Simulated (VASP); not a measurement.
# Mg3ZrN (P6mm) in VASP: a series of runs

Mg3ZrN is run at these levels: PBE; tasks: single point, relaxation of cell and atoms.

Everything below comes from runs of VASP 6.6.1. Logs are shortened: lines on timing, memory, paths and dates and some standing lists are left out, and cuts for length are marked.

**1. The cell of the first run**

The structure is hexagonal, space group P6mm (No. 183). The conventional cell has a = 3.459 Å, b = 3.459 Å, c = 8.997 Å, α = 90.00°, β = 90.00°, γ = 120.00°. Within 2.6 Å of Mg (site symmetry 3m) lie 6 Mg at 2.00 Å. Mg (site symmetry 6mm) has 6 Mg at 2.00 Å within 2.6 Å. Within 2.9 Å of Zr (site symmetry 6mm) lie 1 N at 2.17 Å. N (site symmetry 6mm) has 1 Zr at 2.17 Å within 2.9 Å.

**2. Single point, PBE**

Contents of INCAR:

```
SYSTEM = Mg3ZrN
PREC     = Accurate       ! precision mode
ENCUT    = 520            ! plane-wave cutoff, eV
EDIFF    = 1E-7           ! SCF threshold, eV
ISMEAR   = 0              ! smearing method
SIGMA    = 0.1            ! smearing width, eV
LREAL    = .FALSE.        ! projectors in reciprocal space
LASPH    = .TRUE.         ! aspherical terms in the spheres
NELM     = 100            ! most SCF steps
ALGO     = Normal         ! electronic algorithm
ISIF     = 2              ! what is computed and relaxed
LWAVE    = .FALSE.        ! write WAVECAR
LCHARG   = .FALSE.        ! write CHGCAR
GGA      = PE             ! functional
NBANDS   = 20             ! bands
```

Contents of KPOINTS:

```
regular mesh
0
G
  6 6 2
  0 0 0
```

Contents of POSCAR:

```
Mg3ZrN
1.0
    3.4594675400      0.0000000000      0.0000000000
   -1.7297337700      2.9959867700      0.0000000000
    0.0000000000      0.0000000000      8.9970919700
Mg Zr N
3 1 1
Direct
    0.3333333300      0.6666666700      0.3864852200
    0.6666666700      0.3333333300      0.3864852200
    0.0000000000      0.0000000000      0.3870602500
    0.0000000000      0.0000000000      0.0405410300
    0.0000000000      0.0000000000      0.7997146200
```

Potentials or basis: VASP PAW PBE potentials, release 64 (Mg, Zr_sv, N).

Command:

```console
$ cat potpaw_PBE.64/Mg/POTCAR potpaw_PBE.64/Zr_sv/POTCAR potpaw_PBE.64/N/POTCAR > POTCAR
$ mpirun -np 1 vasp_std > vasp.out
```

OUTCAR:

```text
SYSTEM = Mg3ZrN
   PREC = Accurate
   ENCUT = 520
   EDIFF = 1E-7
   ISMEAR = 0
   LREAL = .FALSE.
   LASPH = .TRUE.
   NELM = 100
   ISIF = 2
   GGA = PE

 ion  position               nearest neighbor table
   1  0.333  0.667  0.386-   2 2.00   2 2.00   2 2.00   3 2.00   3 2.00   3 2.00   4 3.70   4 3.70
                             4 3.70
   2  0.667  0.333  0.386-   1 2.00   1 2.00   1 2.00   3 2.00   3 2.00   3 2.00   4 3.70   4 3.70
                             4 3.70
   3  0.000  0.000  0.387-   1 2.00   2 2.00   1 2.00   2 2.00   2 2.00   1 2.00   4 3.12
   4  0.000  0.000  0.041-   5 2.17   3 3.12   1 3.70   2 3.70   1 3.70   2 3.70   2 3.70   1 3.70

   5  0.000  0.000  0.800-   4 2.17

  LATTYP: Found a hexagonal cell.
 ALAT       =     3.4594675400
 C/A-ratio  =     2.6007158229

  Lattice vectors:

 A1 = (   3.4594675400,   0.0000000000,   0.0000000000)
 A2 = (  -1.7297337700,   2.9959867700,   0.0000000000)
 A3 = (   0.0000000000,   0.0000000000,   8.9970919700)

Analysis of symmetry for initial positions (statically):
=====================================================================
 Subroutine PRICEL returns:
 Original cell was already a primitive cell.

 Routine SETGRP: Setting up the symmetry group for a
 hexagonal supercell.

 Subroutine GETGRP returns: Found 12 space group operations
 (whereof 12 operations were pure point group operations)
 out of a pool of 24 trial point group operations.

The static configuration has the point symmetry C_6v.

Analysis of symmetry for dynamics (positions and initial velocities):
=====================================================================
 Subroutine PRICEL returns:
 Original cell was already a primitive cell.

 Routine SETGRP: Setting up the symmetry group for a
 hexagonal supercell.

 Subroutine GETGRP returns: Found 12 space group operations
 (whereof 12 operations were pure point group operations)
 out of a pool of 24 trial point group operations.

The dynamic configuration has the point symmetry C_6v.

 Subroutine INISYM returns: Found 12 space group operations
 (whereof 12 operations are pure point group operations),
 and found     1 'primitive' translations

----------------------------------------------------------------------------------------

                                     Primitive cell

  volume of cell :      93.2505

[... 82 lines left out ...]
   NELM   =    100;   NELMIN=  2; NELMDL= -5     # of ELM steps
   EDIFF  = 0.1E-06   stopping-criterion for ELM
   LREAL  =      F    real-space projection
   EDIFFG = 0.1E-05   stopping-criterion for IOM
   NSW    =      0    number of steps for IOM
   IBRION =     -1    ionic relax: 0-MD 1-quasi-New 2-CG
   NFREE  =      0    steps in history (QN), initial steepest desc. (CG)
   ISIF   =      2    stress and relaxation
   ISYM   =      2    0-nonsym 1-usesym 2-fastsym
   POTIM  = 0.5000    time-step for ionic-motion
   TEBEG  =    0.0;   TEEND  =   0.0 temperature during run
   PSTRESS=    0.0 pullay stress
   NELECT =      23.0000    total number of electrons
   NUPDOWN=      -1.0000    fix difference up-down
   EMIN   =  10.00;   EMAX   =-10.00  energy-range for DOS
   EFERMI =   0.00;   METHOD = LEGACY
   ISMEAR =     0;   SIGMA  =   0.10  broadening in eV -4-tet -1-fermi 0-gaus
   EFERMI_NEDOS =   21; number of points for ismear=-14 and -15
   IALGO  =     38    algorithm
   IMIX   =      4    mixing-type and parameters
     AMIX     =   0.40;   BMIX     =  1.00
     AMIX_MAG =   1.60;   BMIX_MAG =  1.00
  volume/ion in A,a.u.               =      18.65       125.86
  Fermi-wavevector in a.u.,A,eV,Ry     =   1.026677  1.940137 14.341423  1.054065
  Thomas-Fermi vector in A             =   2.160582
   LORBIT       =      0    0 simple, 1 ext, 2 COOP (PROOUT), +10 PAW based schemes
   GGA     = PE    functional components
   LHFCALC =     F    Hartree Fock is set to
   AEXX    =    0.0000 exact exchange contribution
   IVDW    =     0    specifies the selected vdW correction
   LEPSILON=     F    determine dielectric tensor
   LRPA    =     F    only Hartree local field effects (RPA)
 non-spin polarized calculation
 Gauss-broadening in eV      SIGMA  =   0.10
  energy-cutoff  :      520.00
  volume of cell :       93.25
 maximum number of plane-waves:      2538
 NGX is ok and might be reduce to    28
   NGX = 13   NGY = 13   NGZ = 33

 number of electron      23.0000001 magnetization

 Free energy of the ion-electron system (eV)
  ---------------------------------------------------
  ext. energy  EPLUGINS =         0.00000000
  ---------------------------------------------------
  free energy    TOTEN  =         3.73269641 eV

  energy without entropy =        3.77425633  energy(sigma->0) =        3.75347637

 E-fermi :   3.4725     XC(G=0):  -9.1333

 val. band max:        3.4624566804   @ k =   0.5000   0.0000   0.0000
 cond. band min:       3.4903423145   @ k =   0.1667   0.0000   0.0000
 fundamental gap:      0.0278856340
 Fermi energy:         3.4724783802

 k-point     1 :       0.0000    0.0000    0.0000
  band No.  band energies     occupation
      1     -45.4033      2.00000
      2     -23.3067      2.00000
      3     -23.2790      2.00000
      4     -23.2790      2.00000
      5      -8.2851      2.00000
      6      -5.3191      2.00000
[... 311 lines left out ...]
     19       8.4042      0.00000
     20      10.8901      0.00000

------------------------ aborting loop because EDIFF is reached ----------------------------------------

  FORCE on cell =-STRESS in cart. coord.  units (eV):
  Direction    XX          YY          ZZ          XY          YZ          ZX
  --------------------------------------------------------------------------------------
  -------------------------------------------------------------------------------------
  Total       60.0912847     60.0912845    -12.0783496      0.0000000     -0.0000000     -0.0000000
  in kB     1032.4541158   1032.4541136   -207.5233009      0.0000000     -0.0000000     -0.0000000
  external PRESSURE =     619.1283095 kB  Pullay stress =       0.0000000 kB

 VOLUME and BASIS-vectors are now :
 -----------------------------------------------------------------------------
  energy-cutoff  :      520.00
  volume of cell :       93.25
      direct lattice vectors                 reciprocal lattice vectors
     3.459467540  0.000000000  0.000000000     0.289061825  0.166889923  0.000000000
    -1.729733770  2.995986770  0.000000000     0.000000000  0.333779845  0.000000000
     0.000000000  0.000000000  8.997091970     0.000000000  0.000000000  0.111147024

 POSITION                                       TOTAL-FORCE (eV/Angst)
 -----------------------------------------------------------------------------------
     -0.00000      1.99732      3.47724        -0.000000      0.000000     -0.679418
      1.72973      0.99866      3.47724         0.000000      0.000000     -0.679418
      0.00000      0.00000      3.48242        -0.000000      0.000000      0.713132
      0.00000      0.00000      0.36475        -0.000000      0.000000     -2.402594
      0.00000      0.00000      7.19511        -0.000000     -0.000000      3.048299
 -----------------------------------------------------------------------------------
    total drift:                                0.000000      0.000000      0.000338

  FREE ENERGIE OF THE ION-ELECTRON SYSTEM (eV)
  ---------------------------------------------------
  free  energy   TOTEN  =         3.7326964083 eV

  energy  without entropy=        3.7742563267  energy(sigma->0) =        3.75347637
```

OSZICAR:

```text
N       E                     dE             d eps       ncg     rms          rms(c)
DAV:   1     0.138097746046E+03    0.13810E+03   -0.94215E+03   560   0.948E+02
DAV:   2     0.906408461174E+01   -0.12903E+03   -0.12516E+03   724   0.236E+02
DAV:   3    -0.154721795620E+01   -0.10611E+02   -0.10413E+02   928   0.522E+01
[... 11 lines left out ...]
DAV:  15     0.373268322902E+01   -0.39122E-04   -0.62917E-05   652   0.406E-02    0.333E-02
DAV:  16     0.373269634163E+01    0.13113E-04   -0.81330E-05   776   0.203E-02    0.525E-03
DAV:  17     0.373269614171E+01   -0.19991E-06   -0.33028E-06   608   0.928E-03    0.253E-03
DAV:  18     0.373269643276E+01    0.29105E-06   -0.54642E-07   656   0.410E-03    0.151E-03
DAV:  19     0.373269640829E+01   -0.24471E-07   -0.36654E-08   340   0.798E-04
   1 F= 0.37326964E+01 E0= 0.37534764E+01  d E =-.415599E-01
```

It took 31 s on 1 thread of Intel Xeon Platinum 8488C (Sapphire Rapids), shared host; peak memory 0.22 GiB.

What came out:

```yaml
Free_energy: 3.7327 eV
Pressure: 61.9 GPa
Largest_force: 3.048 eV/Å
```

Forces in eV/Å, atoms in the order of the input:
```
Mg   0.000  0.000 -0.679
Mg   0.000  0.000 -0.679
Mg   0.000  0.000  0.713
Zr   0.000  0.000 -2.403
N    0.000  0.000  3.048
```

Levels at points of the mesh, in eV from the Fermi level:
```tsv
k point	band 9	band 10	band 11	band 12	band 13	band 14	band 15	band 16
(0.00, 0.00, 0.00)	-0.72	0.40	0.40	1.34	1.34	2.70	3.17	3.17
(0.50, 0.00, 0.00)	-1.49	-0.99	-0.44	-0.01	0.74	1.13	2.58	3.34
(0.00, 0.00, 0.50)	-1.25	0.40	0.40	1.34	1.34	3.21	3.21	3.26
(0.50, 0.00, 0.50)	-1.24	-0.83	-0.72	-0.03	0.13	1.19	3.03	3.24
```

Caveat: forces of over 1 eV/Å act on the atoms, so gaps and moduli don't describe the material at rest.

(Continued in part 2 of 2.)
